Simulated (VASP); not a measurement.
Here is a VASP 6.6.1 calculation.

POSCAR

```
MgO
1.0
    0.0000000000      2.1065500000      2.1065500000
    2.1065500000      0.0000000000      2.1065500000
    2.1065500000      2.1065500000      0.0000000000
Mg O
1 1
Direct
    0.0000000000      0.0000000000      0.0000000000
    0.5000000000      0.5000000000      0.5000000000
```

The input INCAR.step1:

```
SYSTEM = MgO
PREC = Accurate
ENCUT = 660
ISMEAR = -1
SIGMA = 5E-4
LREAL = .FALSE.
LASPH = .TRUE.
NELM = 120
NBANDS = 11
GGA = PE
ALGO = Normal
EDIFF = 1E-5
LWAVE = .TRUE.
LCHARG = .FALSE.
GGA_COMPAT = .FALSE.
```

Contents of INCAR.step2:

```
SYSTEM = MgO
PREC = Accurate
ENCUT = 660
EDIFF = 1E-6
ISMEAR = -1
SIGMA = 5E-4
LREAL = .FALSE.
LASPH = .TRUE.
NELM = 120
ALGO = Normal
ISIF = 2
LWAVE = .FALSE.
LCHARG = .FALSE.
METAGGA = R2SCAN
LMIXTAU = .TRUE.
NBANDS = 11
ISTART = 1
GGA_COMPAT = .FALSE.
```

The input KPOINTS:

```
regular mesh
0
G
  8 8 8
  0 0 0
```

Potentials or basis: VASP PAW PBE potentials, release 64 (Mg, O).

The run is started by

```sh
$ cat potpaw_PBE.64/Mg/POTCAR potpaw_PBE.64/O/POTCAR > POTCAR
$ cp INCAR.step1 INCAR
$ mpirun -np 1 vasp_std > vasp.out
$ cp INCAR.step2 INCAR
$ mpirun -np 1 vasp_std > vasp.out
```

**Question.** Predict the pressure.

**Answer.** -2.5 GPa.

**Question.** What does it give for the band gap on the k mesh?

**Answer.** 5.60 eV, direct.

Caveat: the PAW data sets were made with another functional, which shifts forces and pressure a little.

**The experiment to reproduce.**

“Electronic structure of alkaline earth and post-transition metal oxides”, 2009, arxiv:0908.1581 quotes, for a bulk crystal of MgO: band gap 7.83 eV.

Measured gap of MgO: 7.83 eV (quoted in “Electronic structure of alkaline earth and post-transition metal oxides”, 2009, arxiv:0908.1581). This calculation gives 5.60 eV (-2.23 eV). The value is that of r2SCAN, without temperature or zero-point motion.
